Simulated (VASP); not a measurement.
Runs of VASP 6.6.1 on HfN (k07). The structure is that of space group Fm-3m (No. 225), or close to it. The cells are those of the table. 

```csv
task,cell,k mesh,cutoff (eV),smearing,gap on the mesh (eV),pressure (GPa),relaxed volume (Å³/atom)
single point,"a = 3.190 Å, angles 60.0°, 2 atoms",8 × 8 × 8,520,gaussian 0.1 eV,none,-9.3,-
relaxation of cell and atoms,"relaxed from a = 3.190 Å, angles 60.0°, 2 atoms",22 × 22 × 22,600,gaussian 0.1 eV,none,0.0,11.10
single point,"a = 3.159 Å, angles 60.0°, 2 atoms",22 × 22 × 22,520,gaussian 0.1 eV,none,-1.3,-
single point,"a = 3.160 Å, angles 60.0°, 2 atoms",22 × 22 × 22,520,fermi-dirac 0.15 eV,none,-1.3,-
relaxation of cell and atoms,"relaxed from a = 3.159 Å, angles 60.0°, 2 atoms",22 × 22 × 22,600,fermi-dirac 0.15 eV,none,0.0,(a)
```

Alike in all rows: level LDA; potentials or basis VASP PAW LDA potentials, release 64 (Hf_pv, N); no spin polarisation.

Task: Estimate the missing entries.

Result: (a) 11.11.

Caveats: spin-orbit coupling is left out, which moves the levels of the heavy elements.

A k mesh can miss the band edges, and the runs leave out spin-orbit coupling on Hf.

A gap of «none» marks levels without a gap at the run's occupations.
